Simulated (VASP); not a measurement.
# CdTe in VASP: single point with r2SCAN

Aim: the single point of CdTe with r2SCAN.

All numbers are computed with VASP 6.6.1; they aren't measurements. Logs are shortened: lines on timing, memory, paths and dates and some standing lists are left out, and cuts for length are marked.

## Step 1: The cell of the first run

The cell holds a slab with vacuum, 6 atoms: a = 4.636 Å, b = 4.636 Å, c = 25.516 Å, α = 90.00°, β = 90.00°, γ = 120.00°.

## Step 2: Single point, r2SCAN

The input, POSCAR:

```
CdTe
1.0
    4.6356458574      0.0000000000      0.0000000000
   -2.3178229287      4.0145870755      0.0000000000
    0.0000000000      0.0000000000     25.5162252342
Te Cd
3 3
Direct
    0.0000000000      0.0000000000      0.3331213736
    0.3333333333      0.6666666667      0.4814579304
    0.6666666667      0.3333333333      0.6333897534
    0.3333333333      0.6666666667      0.3702055128
    0.6666666667      0.3333333333      0.5109192280
    0.0000000000      0.0000000000      0.6506327495
```

The input, INCAR.step1:

```
SYSTEM = CdTe
PREC = Accurate
ENCUT = 520
ISMEAR = 0
SIGMA = 0.05
LREAL = .False.
LASPH = .True.
NELM = 100
LDIPOL = .True.
IDIPOL = 3
DIPOL = 0.5 0.5 0.497
NBANDS = 36
GGA = PE
ALGO = Normal
EDIFF = 1E-4
LWAVE = .True.
LCHARG = .False.
```

The input, INCAR.step2:

```
SYSTEM = CdTe
PREC = Accurate
ENCUT = 520
EDIFF = 1E-7
ISMEAR = 0
SIGMA = 0.05
LREAL = .False.
LASPH = .True.
NELM = 100
ALGO = Normal
ISIF = 2
LWAVE = .False.
LCHARG = .True.
LDIPOL = .True.
IDIPOL = 3
DIPOL = 0.5 0.5 0.497
METAGGA = R2SCAN
LMIXTAU = .True.
LELF = .True.
LVHAR = .True.
LVACPOTAV = .True.
NBANDS = 36
ISTART = 1
```

The input, KPOINTS:

```
regular mesh
0
Gamma
  6 6 1
  0 0 0
```

Potentials or basis: VASP PAW PBE potentials, release 64 (Te, Cd).

The run is started by

```sh
$ cat potpaw_PBE.64/Te/POTCAR potpaw_PBE.64/Cd/POTCAR > POTCAR
$ cp INCAR.step1 INCAR
$ mpirun -np 1 vasp_std > vasp.out
$ cp INCAR.step2 INCAR
$ mpirun -np 1 vasp_std > vasp.out
```

OUTCAR:

```text
SYSTEM = CdTe
   PREC = Accurate
   ENCUT = 520
   EDIFF = 1E-7
   ISMEAR = 0
   LREAL = .False.
   LASPH = .True.
   NELM = 100
   ISIF = 2
   METAGGA = R2SCAN
   ISTART = 1

 ion  position               nearest neighbor table
   1  0.000  0.000  0.333-   4 2.84   4 2.84   4 2.84
   2  0.333  0.667  0.481-   5 2.78   5 2.78   5 2.78   4 2.84
   3  0.667  0.333  0.633-   6 2.71   6 2.71   6 2.71   5 3.12
   4  0.333  0.667  0.370-   1 2.84   1 2.84   1 2.84   2 2.84
   5  0.667  0.333  0.511-   2 2.78   2 2.78   2 2.78   3 3.12
   6  0.000  0.000  0.651-   3 2.71   3 2.71   3 2.71

  LATTYP: Found a hexagonal cell.
 ALAT       =     4.6356458574
 C/A-ratio  =     5.5043517169

  Lattice vectors:

 A1 = (   4.6356458574,   0.0000000000,   0.0000000000)
 A2 = (  -2.3178229287,   4.0145870755,   0.0000000000)
 A3 = (   0.0000000000,   0.0000000000,  25.5162252342)

Analysis of symmetry for initial positions (statically):
=====================================================================
 Subroutine PRICEL returns:
 Original cell was already a primitive cell.

 Routine SETGRP: Setting up the symmetry group for a
 hexagonal supercell.

 Subroutine GETGRP returns: Found  6 space group operations
 (whereof  6 operations were pure point group operations)
 out of a pool of 24 trial point group operations.

The static configuration has the point symmetry C_3v.

Analysis of symmetry for dynamics (positions and initial velocities):
=====================================================================
 Subroutine PRICEL returns:
 Original cell was already a primitive cell.

 Routine SETGRP: Setting up the symmetry group for a
 hexagonal supercell.

 Subroutine GETGRP returns: Found  6 space group operations
 (whereof  6 operations were pure point group operations)
 out of a pool of 24 trial point group operations.

The dynamic configuration has the point symmetry C_3v.

 Subroutine INISYM returns: Found  6 space group operations
 (whereof  6 operations are pure point group operations),
 and found     1 'primitive' translations

----------------------------------------------------------------------------------------

                                     Primitive cell

  volume of cell :     474.8622

  direct lattice vectors                    reciprocal lattice vectors
     4.635645857  0.000000000  0.000000000     0.215719671  0.124545810  0.000000000
    -2.317822929  4.014587075  0.000000000     0.000000000  0.249091620  0.000000000
     0.000000000  0.000000000 25.516225234     0.000000000  0.000000000  0.039190750

  length of vectors
     4.635645857  4.635645857 25.516225234     0.249091620  0.249091620  0.039190750

  position of ions in fractional coordinates (direct lattice)
     0.000000000  0.000000000  0.333121374
     0.333333333  0.666666667  0.481457930
     0.666666667  0.333333333  0.633389753
     0.333333333  0.666666667  0.370205513
     0.666666667  0.333333333  0.510919228
     0.000000000  0.000000000  0.650632749

  ion indices of the primitive-cell ions
   primitive index   ion index
                 1           1
                 2           2
                 3           3
                 4           4
                 5           5
                 6           6

----------------------------------------------------------------------------------------

 KPOINTS: regular mesh

Automatic generation of k-mesh.
 Grid dimensions read from file:
 generate k-points for:    6    6    1

 Generating k-lattice:

  Cartesian coordinates                     Fractional coordinates (reciprocal lattice)
     0.035953279  0.020757635  0.000000000     0.166666667  0.000000000  0.000000000
     0.000000000  0.041515270  0.000000000     0.000000000  0.166666667  0.000000000
     0.000000000  0.000000000  0.039190750     0.000000000  0.000000000  1.000000000

  Length of vectors
     0.041515270  0.041515270  0.039190750

  Shift w.r.t. Gamma in fractional coordinates (k-lattice)
     0.000000000  0.000000000  0.000000000

 Subroutine IBZKPT returns following result:
 ===========================================

 Found      7 irreducible k-points:

 Following reciprocal coordinates:
            Coordinates               Weight
  0.000000  0.000000  0.000000      1.000000
  0.166667  0.000000  0.000000      6.000000
  0.333333  0.000000  0.000000      6.000000
  0.500000  0.000000  0.000000      3.000000
  0.166667  0.166667  0.000000      6.000000
  0.333333  0.166667  0.000000     12.000000
  0.333333  0.333333  0.000000      2.000000
   k-points           NKPTS =      7   k-points in BZ     NKDIM =      7   number of bands    NBANDS=     36
   number of dos      NEDOS =    301   number of ions     NIONS =      6
   total plane-waves  NPLWV = 248832
   dimension x,y,z NGX =    36 NGY =   36 NGZ =  192
   dimension x,y,z NGXF=    72 NGYF=   72 NGZF=  384
   ions per type =               3   3
   NGX,Y,Z   is equivalent  to a cutoff of  12.91, 12.91, 12.51 a.u.
   NGXF,Y,Z  is equivalent  to a cutoff of  25.82, 25.82, 25.02 a.u.
 SYSTEM =  CdTe
   PREC   = accura    normal or accurate (medium, high low for compatibility)
   ISTART =      1    job   : 0-new  1-cont  2-samecut
   ICHARG =      0    charge: 1-file 2-atom 10-const
   ISPIN  =      1    spin polarized calculation?
   LNONCOLLINEAR =      F non collinear calculations
   LSORBIT =      F    spin-orbit coupling
   LASPH  =      T    aspherical Exc in radial PAW
   ENCUT  =  520.0 eV  38.22 Ry    6.18 a.u.   8.62  8.62 47.44*2*pi/ulx,y,z
   NELM   =    100;   NELMIN=  2; NELMDL=  0     # of ELM steps
   EDIFF  = 0.1E-06   stopping-criterion for ELM
   LREAL  =      F    real-space projection
   EDIFFG = 0.1E-05   stopping-criterion for IOM
   NSW    =      0    number of steps for IOM
   IBRION =     -1    ionic relax: 0-MD 1-quasi-New 2-CG
   NFREE  =      0    steps in history (QN), initial steepest desc. (CG)
   ISIF   =      2    stress and relaxation
   ISYM   =      2    0-nonsym 1-usesym 2-fastsym
   POTIM  = 0.5000    time-step for ionic-motion
   TEBEG  =    0.0;   TEEND  =   0.0 temperature during run
   PSTRESS=    0.0 pullay stress
   NELECT =      54.0000    total number of electrons
   NUPDOWN=      -1.0000    fix difference up-down
   EMIN   =  10.00;   EMAX   =-10.00  energy-range for DOS
   EFERMI =   0.00;   METHOD = LEGACY
   ISMEAR =     0;   SIGMA  =   0.05  broadening in eV -4-tet -1-fermi 0-gaus
   EFERMI_NEDOS =   21; number of points for ismear=-14 and -15
   IALGO  =     38    algorithm
   IMIX   =      4    mixing-type and parameters
     AMIX     =   0.40;   BMIX     =  1.00
     AMIX_MAG =   1.60;   BMIX_MAG =  1.00
  volume/ion in A,a.u.               =      79.14       534.09
  Fermi-wavevector in a.u.,A,eV,Ry     =   0.793141  1.498819  8.559046  0.629072
  Thomas-Fermi vector in A             =   1.899018
   LORBIT       =      0    0 simple, 1 ext, 2 COOP (PROOUT), +10 PAW based schemes
   METAGGA = R2SCAN    functional components
   LHFCALC =     F    Hartree Fock is set to
   AEXX    =    0.0000 exact exchange contribution
   IVDW    =     0    specifies the selected vdW correction
   LEPSILON=     F    determine dielectric tensor
   LRPA    =     F    only Hartree local field effects (RPA)
 non-spin polarized calculation
 Gauss-broadening in eV      SIGMA  =   0.05
  energy-cutoff  :      520.00
  volume of cell :      474.86
 maximum number of plane-waves:     12833
 NGX is ok and might be reduce to    36
   NGX = 17   NGY = 17   NGZ = 95

 number of electron      54.0000020 magnetization

 dipolmoment           0.000000      0.000000     -0.386171 electrons x Angstroem

 Free energy of the ion-electron system (eV)
  ---------------------------------------------------
  ext. energy  EPLUGINS =         0.00000000
  ---------------------------------------------------
  free energy    TOTEN  =      -138.45164762 eV

  energy without entropy =     -138.44865267  energy(sigma->0) =     -138.45015015

 E-fermi :  -1.0286     XC(G=0):  -4.2887

 val. band max:       -1.2170243833   @ k =   0.1667   0.0000   0.0000
 cond. band min:      -0.9940884149   @ k =   0.1667   0.0000   0.0000
 fundamental gap:      0.2229359684
 Fermi energy:        -1.0286283858

 k-point     1 :       0.0000    0.0000    0.0000
  band No.  band energies     occupation
      1     -14.8879      2.00000
      2     -13.6100      2.00000
      3     -12.2022      2.00000
      4     -12.2022      2.00000
      5     -11.8606      2.00000
      6     -11.8606      2.00000
[... 28 lines left out ...]
     35       2.9287      0.00000
     36       2.9287      0.00000

 k-point     2 :       0.1667    0.0000    0.0000
  band No.  band energies     occupation
      1     -14.8051      2.00000
      2     -13.5417      2.00000
      3     -12.1632      2.00000
      4     -12.1621      2.00000
      5     -11.8778      2.00000
      6     -11.8616      2.00000
[... 28 lines left out ...]
     35       2.6327      0.00000
     36       3.1235      0.00000

 k-point     3 :       0.3333    0.0000    0.0000
  band No.  band energies     occupation
      1     -14.6398      2.00000
      2     -13.4075      2.00000
      3     -12.0831      2.00000
      4     -12.0555      2.00000
      5     -11.9048      2.00000
      6     -11.8620      2.00000
[... 28 lines left out ...]
     35       3.6864      0.00000
     36       3.8237      0.00000

 k-point     4 :       0.5000    0.0000    0.0000
  band No.  band energies     occupation
      1     -14.5585      2.00000
      2     -13.3424      2.00000
      3     -12.0427      2.00000
      4     -11.9994      2.00000
      5     -11.9099      2.00000
      6     -11.8606      2.00000
[... 28 lines left out ...]
     35       3.7061      0.00000
     36       3.9155      0.00000

 k-point     5 :       0.1667    0.1667    0.0000
  band No.  band energies     occupation
      1     -14.6810      2.00000
      2     -13.4407      2.00000
      3     -12.1181      2.00000
      4     -12.0724      2.00000
      5     -11.8985      2.00000
      6     -11.8638      2.00000
[... 28 lines left out ...]
     35       2.9700      0.00000
     36       3.6383      0.00000

 k-point     6 :       0.3333    0.1667    0.0000
  band No.  band energies     occupation
      1     -14.5587      2.00000
      2     -13.3430      2.00000
      3     -12.0517      2.00000
      4     -11.9995      2.00000
      5     -11.9118      2.00000
      6     -11.8675      2.00000
[... 28 lines left out ...]
     35       3.6050      0.00000
     36       3.9326      0.00000

 k-point     7 :       0.3333    0.3333    0.0000
  band No.  band energies     occupation
      1     -14.5190      2.00000
      2     -13.3119      2.00000
      3     -12.0179      2.00000
      4     -11.9972      2.00000
      5     -11.9127      2.00000
      6     -11.8787      2.00000
[... 28 lines left out ...]
     35       3.7942      0.00000
     36       4.2535      0.00000

------------------------ aborting loop because EDIFF is reached ----------------------------------------

  FORCE on cell =-STRESS in cart. coord.  units (eV):
  Direction    XX          YY          ZZ          XY          YZ          ZX
  --------------------------------------------------------------------------------------
  -------------------------------------------------------------------------------------
  Total        1.5257835      1.5257835      1.2955970      0.0000000      0.0000000     -0.0000000
  in kB        5.1479691      5.1479691      4.3713236      0.0000000      0.0000000     -0.0000000
  external PRESSURE =       4.8890873 kB  Pullay stress =       0.0000000 kB

 VOLUME and BASIS-vectors are now :
 -----------------------------------------------------------------------------
  energy-cutoff  :      520.00
  volume of cell :      474.86
      direct lattice vectors                 reciprocal lattice vectors
     4.635645857  0.000000000  0.000000000     0.215719671  0.124545810  0.000000000
    -2.317822929  4.014587075  0.000000000     0.000000000  0.249091620  0.000000000
     0.000000000  0.000000000 25.516225234     0.000000000  0.000000000  0.039190750

 POSITION                                       TOTAL-FORCE (eV/Angst)
 -----------------------------------------------------------------------------------
      0.00000      0.00000      8.50000         0.000000     -0.000000      0.267304
     -0.00000      2.67639     12.28499        -0.000000     -0.000000      0.551944
      2.31782      1.33820     16.16172        -0.000000     -0.000000     -0.015523
     -0.00000      2.67639      9.44625         0.000000     -0.000000     -0.816828
      2.31782      1.33820     13.03673         0.000000     -0.000000      0.001090
      0.00000      0.00000     16.60169        -0.000000      0.000000      0.012013
 -----------------------------------------------------------------------------------
    total drift:                                0.000003     -0.000001      0.001274

  FREE ENERGIE OF THE ION-ELECTRON SYSTEM (eV)
  ---------------------------------------------------
  free  energy   TOTEN  =      -138.4516476243 eV

  energy  without entropy=     -138.4486526739  energy(sigma->0) =     -138.45015015

 vacuum level on the upper side and lower side of the slab         1.336         5.091
```

It took 19 min on 1 thread of Intel Xeon Platinum 8259CL at 2.50GHz (Skylake/Cascade Lake), shared host; peak memory 0.65 GiB.

What came out:

- Free energy: -138.4516 eV
- Largest force: 0.817 eV/Å
- Band gap on the k mesh: zero (bands 27 and 28 overlap by 0.05 eV)

Forces on the atoms (eV/Å):
```
Te   0.000  0.000  0.267
Te   0.000  0.000  0.552
Te   0.000  0.000 -0.016
Cd   0.000  0.000 -0.817
Cd   0.000  0.000  0.001
Cd   0.000  0.000  0.012
```

Caveat: the PAW data sets were made with another functional, which shifts forces and pressure a little; spin-orbit coupling is left out, which moves the levels of the heavy elements.

The gap in the log of VASP goes by the Fermi energy; the results here count the filled bands.